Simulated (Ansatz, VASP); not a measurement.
## RbBr in VASP and in Ansatz

The input POSCAR:

```
RbBr
1.0
    0.0000000000      3.4608320474      3.4608320474
    3.4608320474      0.0000000000      3.4608320474
    3.4608320474      3.4608320474      0.0000000000
Rb Br
1 1
Direct
    0.0000000000      0.0000000000      0.0000000000
    0.5000000000      0.5000000000      0.5000000000
```

Contents of INCAR.step1:

```
PREC     = Accurate       # precision mode
ENCUT    = 550            # plane-wave cutoff, eV
ISMEAR   = 0              # smearing method
SIGMA    = 0.01           # smearing width, eV
LREAL    = False          # projectors in reciprocal space
LASPH    = True           # aspherical terms in the spheres
NELM     = 120            # most SCF steps
NBANDS   = 15             # bands
GGA      = PE             # functional
ALGO     = Normal         # electronic algorithm
EDIFF    = 1E-5           # SCF threshold, eV
LWAVE    = True           # write WAVECAR
LCHARG   = False          # write CHGCAR
GGA_COMPAT= False
```

The input INCAR.step2:

```
PREC     = Accurate       # precision mode
ENCUT    = 550            # plane-wave cutoff, eV
EDIFF    = 1E-6           # SCF threshold, eV
ISMEAR   = 0              # smearing method
SIGMA    = 0.01           # smearing width, eV
LREAL    = False          # projectors in reciprocal space
LASPH    = True           # aspherical terms in the spheres
NELM     = 120            # most SCF steps
ALGO     = Normal         # electronic algorithm
ISIF     = 2              # what is computed and relaxed
LWAVE    = False          # write WAVECAR
LCHARG   = True           # write CHGCAR
METAGGA  = R2SCAN         # meta-GGA
LMIXTAU  = True         
LELF     = True           # ELF
LVHAR    = True         
NBANDS   = 15             # bands
ISTART   = 1            
GGA_COMPAT= False
```

File KPOINTS:

```
regular mesh
0
Gamma
  4 4 4
```

Input for Ansatz:

```yaml
crystal:
  lattice:
    - [0.0, 3.4608320474, 3.4608320474]
    - [3.4608320474, 0.0, 3.4608320474]
    - [3.4608320474, 3.4608320474, 0.0]
  atoms:
    - { symbol: Rb, position: [0.0, 0.0, 0.0] }
    - { symbol: Br, position: [0.5, 0.5, 0.5] }
kpoints:
  mp_grid: { grid: [4, 4, 4] }
hamiltonian:
  xc: r2scan
scf:
  occupations: { method: fixed }
output:
  optics:
    e_range: [2, 10]
    de: 0.05
    sigma: 0.15
    scissors: 0
    scheme: gaussian
    bands: scf
    kdotp_interpolation: "off"
```

Alike in both runs: task single point; functional r2SCAN; k mesh 4 × 4 × 4; no spin polarisation.

|  | VASP | Ansatz |
| --- | --- | --- |
| version | VASP 6.6.1 | Ansatz 0.2.0 |
| potentials or method | VASP PAW PBE potentials, release 64 (Rb_sv, Br) | plane waves, PAW |
| plane-wave cutoff (eV) | 550 | 500 |
| occupations | gaussian, width 0.01 eV | fixed |
| valence electrons in the cell | 16 | 16 |

|  | VASP | Ansatz | Ansatz less VASP |
| --- | --- | --- | --- |
| gap on the k mesh at the Fermi level (eV) | 4.89 | 4.89 | 0.000 |

VASP's potentials were made for PBE, not for r2SCAN.
